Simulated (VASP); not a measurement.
A run of VASP 6.6.1:

The input INCAR:

```
  PREC = Accurate
  ENCUT = 520
  EDIFF = 1E-6
  ISMEAR = 0
  SIGMA = 0.1
  LREAL = False
  LASPH = True
  NELM = 80
  ALGO = Fast
  ISIF = 2
  LWAVE = False
  LCHARG = False
  GGA = PS
  NBANDS = 12
```

File KPOINTS:

```
Automatic mesh
0
Gamma
  6 6 4
```

File POSCAR:

```
Mg
1.0
    1.5724851298     -5.7093155947      0.0000000000
    1.5724851298      5.7093155947      0.0000000000
    0.0000000000      0.0000000000      5.3272531432
Mg
4
Direct
    0.1325528360      0.8674471640      1.0000040242
    0.6325528360      0.3674471640      0.4999959758
    0.8674471640      0.1325528360     -0.0000040242
    0.3674471640      0.6325528360      0.5000040242
```

Potentials or basis: VASP PAW PBE potentials, release 64 (Mg).

Run with:

```console
$ cat potpaw_PBE.64/Mg/POTCAR > POTCAR
$ mpirun -np 1 vasp_std > vasp.out
```

Hardware: 1 thread of Intel Xeon 6975P-C, with other jobs on the host.

Question: How long does it take, and how much memory?

Answer: It took 60 s on 1 thread of Intel Xeon 6975P-C, on a shared host, peak memory 0.28 GiB. Counts: scf iterations 11, k points 39.
